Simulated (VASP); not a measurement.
The system is ZnSe.

```
CELL_PARAMETERS angstrom
0.00000 2.70084 2.70084
2.70084 0.00000 2.70084
2.70084 2.70084 0.00000
ATOMIC_POSITIONS crystal
Zn 0.00000 0.00000 0.00000
Se 0.25000 0.25000 0.25000
```

```yaml
Program: VASP 6.6.1
Task: relaxation of cell and atoms
Functional: PBE
Potentials_or_basis: VASP PAW PBE potentials, release 64 (Zn, Se)
Cutoff: 600 eV
k_mesh: 8 × 8 × 8
Occupations: fermi-dirac, width 0.02 eV
Spin: no spin polarisation
```

At the start: pressure 15.6 GPa; volume 19.70 Å³/atom.

Q: Where does the relaxation end?

A: Over 5 steps the energy falls by 161.4 meV/atom and the volume is 23.63 Å³/atom (+20.0 %); space group F-43m (No. 216, to 0.05 Å).

The path:
| step | energy change (eV) | largest force (eV/Å) | pressure (GPa) | volume (Å³) |
| --- | --- | --- | --- | --- |
| 1 | 0.0000 | 0.0000 | 15.56 | 39.40 |
| 2 | -0.2693 | 0.0000 | -3.89 | 51.35 |
| 3 | -0.3228 | 0.0000 | 0.10 | 47.19 |
| 4 | -0.3228 | 0.0000 | -0.10 | 47.36 |
| 5 | -0.3228 | 0.0000 | 0.00 | 47.26 |

Final structure:
```
Zn Se
1.0
     0.00000    2.86968    2.86968
     2.86968    0.00000    2.86968
     2.86968    2.86968    0.00000
Zn Se
1 1
Direct
  0.00000 0.00000 0.00000
  0.25000 0.25000 0.25000
```

Caveat: the volume moved by over 15 % at a fixed basis, so the end points are rough.
